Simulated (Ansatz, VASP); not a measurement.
One calculation of GaN, two programs

INCAR

```
ALGO     = Normal         # electronic algorithm
DIPOL    = 0.5 0.5 0.500
EDIFF    = 1E-6           # SCF threshold, eV
ENCUT    = 520            # plane-wave cutoff, eV
GGA      = PE             # functional
IDIPOL   = 3            
ISIF     = 2              # what is computed and relaxed
ISMEAR   = -1             # smearing method
LASPH    = True           # aspherical terms in the spheres
LCHARG   = True           # write CHGCAR
LDIPOL   = True         
LELF     = True           # ELF
LREAL    = False          # projectors in reciprocal space
LVACPOTAV= True         
LVHAR    = True         
LWAVE    = False          # write WAVECAR
NBANDS   = 46             # bands
NELM     = 100            # most SCF steps
PREC     = Accurate       # precision mode
SIGMA    = 0.02           # smearing width, eV
```

The input KPOINTS:

```
k-points
0
Gamma
  8 6 1
```

Contents of POSCAR:

```
GaN
1.0
    3.2162655405      0.0000000000      0.0000000000
    0.0000000000      4.5484863476      0.0000000000
    0.0000000000      0.0000000000     20.8244000000
Ga N
4 4
Direct
    0.0000000000      0.8750000000      0.3841647704
    0.5000000000      0.3750000000      0.4613882565
    0.0000000000      0.8750000000      0.5386117430
    0.5000000000      0.3750000000      0.6158352296
    0.5000000000      0.6250000000      0.3841647704
    0.0000000000      0.1250000000      0.4613882565
    0.5000000000      0.6250000000      0.5386117430
    0.0000000000      0.1250000000      0.6158352296
```

Input for Ansatz:

```yaml
crystal:
  lattice:
    - [3.2162655405, 0.0, 0.0]
    - [0.0, 4.5484863476, 0.0]
    - [0.0, 0.0, 20.8244]
  atoms:
    - { symbol: Ga, position: [0.0, 0.875, 0.3841647704] }
    - { symbol: "N", position: [0.5, 0.625, 0.3841647704] }
    - { symbol: Ga, position: [0.5, 0.375, 0.4613882565] }
    - { symbol: "N", position: [0.0, 0.125, 0.4613882565] }
    - { symbol: Ga, position: [0.0, 0.875, 0.538611743] }
    - { symbol: "N", position: [0.5, 0.625, 0.538611743] }
    - { symbol: Ga, position: [0.5, 0.375, 0.6158352296] }
    - { symbol: "N", position: [0.0, 0.125, 0.6158352296] }
kpoints:
  mp_grid: { grid: [8, 6, 1] }
scf:
  occupations: { method: fermi_dirac, width: 0.02 }
hamiltonian:
  xc: pbe
  pseudopotentials: { kind: paw }
output:
  forces: true
  stress: true
  eigenvalues: true
  populations: true
efield:
  axis: 3
  amplitude: 0
  dipole_correction: true
```

Alike in both runs: task single point; functional PBE; k mesh 8 × 6 × 1; occupations fermi-dirac, width 0.02 eV; no spin polarisation.

|  | VASP | Ansatz |
| --- | --- | --- |
| version | VASP 6.6.1 | Ansatz 0.2.0 |
| potentials or method | VASP PAW PBE potentials, release 64 (Ga_d, N) | PAW with Ansatz's default frozen-core files, scalar-relativistic |
| plane-wave cutoff (eV) | 520 | 420 |
| valence electrons in the cell | 72 | 72 |

Ansatz gave:

| Quantity | Value |
| --- | --- |
| rms of the force components (eV/Å) | 0.952 |

Which values does VASP return?

rms of the force components (eV/Å): 0.951.

With one functional, cell and mesh, what is left measures potentials, basis and numerics.
